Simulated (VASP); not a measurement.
# Li (Fm-3m) in VASP: further runs

Aim: see how the results for Li move with the level of theory and the settings. Levels: PBE-based screened hybrid with 25 % exact exchange, PBEsol. Tasks: single point.

Program: VASP 6.6.1. These are calculated values, not measurements. Logs are shortened: lines on timing, memory, paths and dates and some standing lists are left out, and cuts for length are marked.

## 1. The cell of the first run

The structure is cubic, space group Fm-3m (No. 225). The conventional cell has a = 4.404 Å, b = 4.404 Å, c = 4.404 Å, α = 90.00°, β = 90.00°, γ = 90.00°. Within 4.1 Å of Li (site symmetry m-3m) lie 12 Li at 3.11 Å.

This isn't the form of Li at room conditions, which is bcc.

## 2. Single point, PBE-based screened hybrid with 25 % exact exchange

Contents of POSCAR:

```
Li
1.0
    0.0000000000      2.2020000000      2.2020000000
    2.2020000000      0.0000000000      2.2020000000
    2.2020000000      2.2020000000      0.0000000000
Li
1
Direct
    0.0000000000      0.0000000000      0.0000000000
```

Contents of INCAR.step1:

```
PREC = Accurate
ENCUT = 650
EDIFF = 1E-5
ISMEAR = 0
SIGMA = 0.1
LREAL = False
LASPH = True
NELM = 120
ALGO = Normal
ISIF = 2
LWAVE = True
LCHARG = False
NBANDS = 8
GGA = PE
GGA_COMPAT = False
```

Contents of INCAR.step2:

```
PREC = Accurate
ENCUT = 650
EDIFF = 1E-6
ISMEAR = 0
SIGMA = 0.1
LREAL = False
LASPH = True
NELM = 120
ALGO = Normal
ISIF = 2
LWAVE = False
LCHARG = False
GGA = PE
LHFCALC = True
AEXX = 0.25
HFSCREEN = 0.3
PRECFOCK = Normal
NBANDS = 8
ISTART = 1
GGA_COMPAT = False
```

Contents of KPOINTS:

```
Automatic mesh
0
Gamma
  7 7 7
```

Potentials or basis: VASP PAW PBE potentials, release 64 (Li_sv).

Started as:

```
> cat potpaw_PBE.64/Li_sv/POTCAR > POTCAR
> cp INCAR.step1 INCAR
> mpirun -np 1 vasp_std > vasp.out
> cp INCAR.step2 INCAR
> mpirun -np 1 vasp_std > vasp.out
```

OUTCAR:

```text
PREC = Accurate
   ENCUT = 650
   EDIFF = 1E-6
   ISMEAR = 0
   LREAL = False
   LASPH = True
   NELM = 120
   ISIF = 2
   GGA = PE
   LHFCALC = True
   AEXX = 0.25
   HFSCREEN = 0.3
   PRECFOCK = Normal
   ISTART = 1

 ion  position               nearest neighbor table
   1  0.000  0.000  0.000-

  LATTYP: Found a face centered cubic cell.
 ALAT       =     4.4040000000

  Lattice vectors:

 A1 = (   0.0000000000,   2.2020000000,   2.2020000000)
 A2 = (   2.2020000000,   0.0000000000,   2.2020000000)
 A3 = (   2.2020000000,   2.2020000000,   0.0000000000)

Analysis of symmetry for initial positions (statically):
=====================================================================
 Subroutine PRICEL returns:
 Original cell was already a primitive cell.

 Routine SETGRP: Setting up the symmetry group for a
 face centered cubic supercell.

 Subroutine GETGRP returns: Found 48 space group operations
 (whereof 48 operations were pure point group operations)
 out of a pool of 48 trial point group operations.

The static configuration has the point symmetry O_h .

Analysis of symmetry for dynamics (positions and initial velocities):
=====================================================================
 Subroutine PRICEL returns:
 Original cell was already a primitive cell.

 Routine SETGRP: Setting up the symmetry group for a
 face centered cubic supercell.

 Subroutine GETGRP returns: Found 48 space group operations
 (whereof 48 operations were pure point group operations)
 out of a pool of 48 trial point group operations.

The dynamic configuration has the point symmetry O_h .

 Subroutine INISYM returns: Found 48 space group operations
 (whereof 48 operations are pure point group operations),
 and found     1 'primitive' translations

----------------------------------------------------------------------------------------

                                     Primitive cell

  volume of cell :      21.3541

  direct lattice vectors                    reciprocal lattice vectors
     0.000000000  2.202000000  2.202000000    -0.227066303  0.227066303  0.227066303
     2.202000000  0.000000000  2.202000000     0.227066303 -0.227066303  0.227066303
     2.202000000  2.202000000  0.000000000     0.227066303  0.227066303 -0.227066303

  length of vectors
     3.114098264  3.114098264  3.114098264     0.393290374  0.393290374  0.393290374

  position of ions in fractional coordinates (direct lattice)
     0.000000000  0.000000000  0.000000000

  ion indices of the primitive-cell ions
   primitive index   ion index
                 1           1

----------------------------------------------------------------------------------------

 KPOINTS: Automatic mesh

Automatic generation of k-mesh.
 Grid dimensions read from file:
 generate k-points for:    7    7    7

 Generating k-lattice:

  Cartesian coordinates                     Fractional coordinates (reciprocal lattice)
    -0.032438043  0.032438043  0.032438043     0.142857143  0.000000000  0.000000000
     0.032438043 -0.032438043  0.032438043     0.000000000  0.142857143  0.000000000
     0.032438043  0.032438043 -0.032438043     0.000000000  0.000000000  0.142857143

  Length of vectors
     0.056184339  0.056184339  0.056184339

  Shift w.r.t. Gamma in fractional coordinates (k-lattice)
     0.000000000  0.000000000  0.000000000

 Subroutine IBZKPT returns following result:
 ===========================================

 Found     20 irreducible k-points:

 Following reciprocal coordinates:
            Coordinates               Weight
  0.000000  0.000000  0.000000      1.000000
  0.142857  0.000000  0.000000      8.000000
  0.285714  0.000000  0.000000      8.000000
  0.428571  0.000000  0.000000      8.000000
  0.142857  0.142857  0.000000      6.000000
  0.285714  0.142857  0.000000     24.000000
[... 12 lines left out ...]
 -0.428571  0.428571  0.142857     24.000000
 -0.285714  0.428571  0.142857     24.000000
   k-points           NKPTS =     20   k-points in BZ     NKDIM =    343   number of bands    NBANDS=      8
   number of dos      NEDOS =    301   number of ions     NIONS =      1
   total plane-waves  NPLWV =  21952
   dimension x,y,z NGX =    28 NGY =   28 NGZ =   28
   dimension x,y,z NGXF=    56 NGYF=   56 NGZF=   56
   ions per type =               1
   NGX,Y,Z   is equivalent  to a cutoff of  14.95, 14.95, 14.95 a.u.
   NGXF,Y,Z  is equivalent  to a cutoff of  29.90, 29.90, 29.90 a.u.
 SYSTEM =  unknown system
   PREC   = accura    normal or accurate (medium, high low for compatibility)
   ISTART =      1    job   : 0-new  1-cont  2-samecut
   ICHARG =      0    charge: 1-file 2-atom 10-const
   ISPIN  =      1    spin polarized calculation?
   LNONCOLLINEAR =      F non collinear calculations
   LSORBIT =      F    spin-orbit coupling
   LASPH  =      T    aspherical Exc in radial PAW
   ENCUT  =  650.0 eV  47.77 Ry    6.91 a.u.   6.47  6.47  6.47*2*pi/ulx,y,z
   NELM   =    120;   NELMIN=  2; NELMDL=  0     # of ELM steps
   EDIFF  = 0.1E-05   stopping-criterion for ELM
   LREAL  =      F    real-space projection
   EDIFFG = 0.1E-04   stopping-criterion for IOM
   NSW    =      0    number of steps for IOM
   IBRION =     -1    ionic relax: 0-MD 1-quasi-New 2-CG
   NFREE  =      0    steps in history (QN), initial steepest desc. (CG)
   ISIF   =      2    stress and relaxation
   ISYM   =      3    0-nonsym 1-usesym 2-fastsym
   POTIM  = 0.5000    time-step for ionic-motion
   TEBEG  =    0.0;   TEEND  =   0.0 temperature during run
   PSTRESS=    0.0 pullay stress
   NELECT =       3.0000    total number of electrons
   NUPDOWN=      -1.0000    fix difference up-down
   EMIN   =  10.00;   EMAX   =-10.00  energy-range for DOS
   EFERMI =   0.00;   METHOD = LEGACY
   ISMEAR =     0;   SIGMA  =   0.10  broadening in eV -4-tet -1-fermi 0-gaus
   EFERMI_NEDOS =   21; number of points for ismear=-14 and -15
   IALGO  =     38    algorithm
   IMIX   =      1    mixing-type and parameters
     AMIX     =   0.40;   BMIX     =  1.00
     AMIX_MAG =   1.60;   BMIX_MAG =  1.00
  volume/ion in A,a.u.               =      21.35       144.10
  Fermi-wavevector in a.u.,A,eV,Ry     =   0.851049  1.608250  9.854489  0.724285
  Thomas-Fermi vector in A             =   1.967122
   LORBIT       =      0    0 simple, 1 ext, 2 COOP (PROOUT), +10 PAW based schemes
   GGA     = PE    functional components
   LHFCALC =     T    Hartree Fock is set to
   PRECFOCK=normal    Normal, Fast or Accurate (Low or Medium for compatibility)
   ENCUT4O =  -1.0   cutoff for four orbital integrals eV
   NKREDX  =     1    reduce k-point grid by
   NKREDY  =     1    reduce k-point grid by
   NKREDZ  =     1    reduce k-point grid by
   AEXX    =    0.2500 exact exchange contribution
   HFSCREEN=    0.3000 screening length (either q_TF or 0.3 A-1)
   HFSCREENC=   0.3000 screening length for correlation (either q_TF or 0.3 A-1)
   ENCUTFOCK=  -1.0 apply spherical cutoff to Coloumb kernel
   IVDW    =     0    specifies the selected vdW correction
   LEPSILON=     F    determine dielectric tensor
   LRPA    =     F    only Hartree local field effects (RPA)
 non-spin polarized calculation
 Gauss-broadening in eV      SIGMA  =   0.10
  energy-cutoff  :      650.00
  volume of cell :       21.35
 maximum number of plane-waves:       821
 NGX is ok and might be reduce to    28
  NGX = 20; NGY = 20; NGZ = 20

 number of electron       2.9999998 magnetization

 Free energy of the ion-electron system (eV)
  ---------------------------------------------------
  ext. energy  EPLUGINS =         0.00000000
  ---------------------------------------------------
  free energy    TOTEN  =        -1.95964555 eV

  energy without entropy =       -1.95772546  energy(sigma->0) =       -1.95868550

 E-fermi :   0.8027     XC(G=0):  -5.9944

 val. band max:        0.2212139228   @ k =   0.4286   0.2857   0.0000
 cond. band min:       0.8866405017   @ k =  -0.2857   0.2857   0.0000
 fundamental gap:      0.6654265789
 Fermi energy:         0.8026628156

 k-point     1 :       0.0000    0.0000    0.0000
  band No.  band energies     occupation
      1     -49.6091      2.00000
      2      -3.5721      2.00000
      3      15.0010      0.00000
      4      15.0010      0.00000
      5      15.0010      0.00000
      6      18.7089      0.00000
      7      18.7089      0.00000
      8      18.7089      0.00000

 k-point     2 :       0.1429    0.0000    0.0000
  band No.  band energies     occupation
      1     -49.6061      2.00000
      2      -3.1408      2.00000
      3      11.9343      0.00000
      4      14.3648      0.00000
      5      14.3648      0.00000
      6      18.0114      0.00000
      7      19.7786      0.00000
      8      19.7786      0.00000

 k-point     3 :       0.2857    0.0000    0.0000
  band No.  band energies     occupation
      1     -49.5994      2.00000
      2      -1.8717      2.00000
      3       7.6224      0.00000
      4      13.6279      0.00000
      5      13.6279      0.00000
      6      18.3901      0.00000
      7      18.6871      0.00000
      8      18.6871      0.00000

 k-point     4 :       0.4286    0.0000    0.0000
  band No.  band energies     occupation
      1     -49.5942      2.00000
      2      -0.0021      2.00000
      3       4.1785      0.00000
      4      13.3401      0.00000
      5      13.3401      0.00000
      6      17.2898      0.00000
      7      17.2898      0.00000
      8      17.7988      0.00000

 k-point     5 :       0.1429    0.1429    0.0000
  band No.  band energies     occupation
      1     -49.6051      2.00000
      2      -2.9958      2.00000
      3      12.8271      0.00000
      4      12.8271      0.00000
      5      14.9073      0.00000
      6      15.2691      0.00000
      7      17.9764      0.00000
      8      21.7173      0.00000

 k-point     6 :       0.2857    0.1429    0.0000
  band No.  band energies     occupation
      1     -49.5998      2.00000
      2      -1.9988      2.00000
      3       9.2010      0.00000
      4      11.8279      0.00000
      5      13.9532      0.00000
      6      15.1333      0.00000
      7      17.2359      0.00000
      8      22.0808      0.00000

 k-point     7 :       0.4286    0.1429    0.0000
  band No.  band energies     occupation
      1     -49.5942      2.00000
      2      -0.2479      2.00000
      3       5.3939      0.00000
      4      11.6403      0.00000
      5      12.1617      0.00000
      6      14.8851      0.00000
      7      19.9821      0.00000
      8      20.1872      0.00000
[... 89 lines left out ...]
 k-point    16 :      -0.4286    0.4286    0.0000
  band No.  band energies     occupation
      1     -49.5891      2.00000
      2       2.5317      0.00000
      3       5.0134      0.00000
      4       7.3522      0.00000
      5       9.4722      0.00000
      6      13.3795      0.00000
      7      16.5762      0.00000
      8      27.3399      0.00000

 k-point    17 :       0.4286    0.2857    0.1429
  band No.  band energies     occupation
      1     -49.5950      2.00000
      2      -0.7342      2.00000
      3       7.6637      0.00000
      4       9.4235      0.00000
      5      11.8962      0.00000
      6      16.4518      0.00000
      7      16.7470      0.00000
      8      21.6383      0.00000

 k-point    18 :      -0.4286    0.2857    0.1429
  band No.  band energies     occupation
      1     -49.5913      2.00000
      2       1.2149      0.00000
      3       4.7052      0.00000
      4       8.7170      0.00000
      5      10.5934      0.00000
      6      16.1112      0.00000
      7      19.3267      0.00000
      8      21.6564      0.00000

 k-point    19 :      -0.4286    0.4286    0.1429
  band No.  band energies     occupation
      1     -49.5898      2.00000
      2       1.8966      0.00000
      3       6.2977      0.00000
      4       6.3999      0.00000
      5       9.4142      0.00000
      6      15.5474      0.00000
      7      16.6960      0.00000
      8      24.0911      0.00000

 k-point    20 :      -0.2857    0.4286    0.1429
  band No.  band energies     occupation
      1     -49.5894      2.00000
      2       3.4395      0.00000
      3       3.8444      0.00000
      4       6.3738      0.00000
      5       9.5745      0.00000
      6      16.4327      0.00000
      7      19.6910      0.00000
      8      21.6634      0.00000

------------------------ aborting loop because EDIFF is reached ----------------------------------------

  FORCE on cell =-STRESS in cart. coord.  units (eV):
  Direction    XX          YY          ZZ          XY          YZ          ZX
  --------------------------------------------------------------------------------------
  -------------------------------------------------------------------------------------
  Total       -0.0940475     -0.0940475     -0.0940475      0.0000000     -0.0000000     -0.0000000
  in kB       -7.0562797     -7.0562797     -7.0562797      0.0000000     -0.0000000     -0.0000000
  external PRESSURE =      -7.0562797 kB  Pullay stress =       0.0000000 kB

 VOLUME and BASIS-vectors are now :
 -----------------------------------------------------------------------------
  energy-cutoff  :      650.00
  volume of cell :       21.35
      direct lattice vectors                 reciprocal lattice vectors
     0.000000000  2.202000000  2.202000000    -0.227066303  0.227066303  0.227066303
     2.202000000  0.000000000  2.202000000     0.227066303 -0.227066303  0.227066303
     2.202000000  2.202000000  0.000000000     0.227066303  0.227066303 -0.227066303

 POSITION                                       TOTAL-FORCE (eV/Angst)
 -----------------------------------------------------------------------------------
      0.00000      0.00000      0.00000         0.000000     -0.000000     -0.000000
 -----------------------------------------------------------------------------------
    total drift:                               -0.000000     -0.000000     -0.000000

  FREE ENERGIE OF THE ION-ELECTRON SYSTEM (eV)
  ---------------------------------------------------
  free  energy   TOTEN  =        -1.9596455452 eV

  energy  without entropy=       -1.9577254642  energy(sigma->0) =       -1.95868550
```

Wall time 3.2 min (1 thread of Intel Xeon Platinum 8259CL at 2.50GHz (Skylake/Cascade Lake), shared host); peak memory 0.26 GiB.

What came out:

- Free energy: -1.9596 eV
- Pressure: -0.7 GPa
- Band gap on the k mesh: zero (an odd number of electrons rules out a gap without spin polarisation)

Levels at points of the mesh, in eV from the Fermi level:
| k point | band 1 | band 2 | band 3 | band 4 | band 5 | band 6 | band 7 |
| --- | --- | --- | --- | --- | --- | --- | --- |
| (0.00, 0.00, 0.00) | -50.41 | -4.37 | 14.20 | 14.20 | 14.20 | 17.91 | 17.91 |

Caveat: the PAW data sets were made with another functional, which shifts forces and pressure a little.

(Continued in part 2 of 3.)
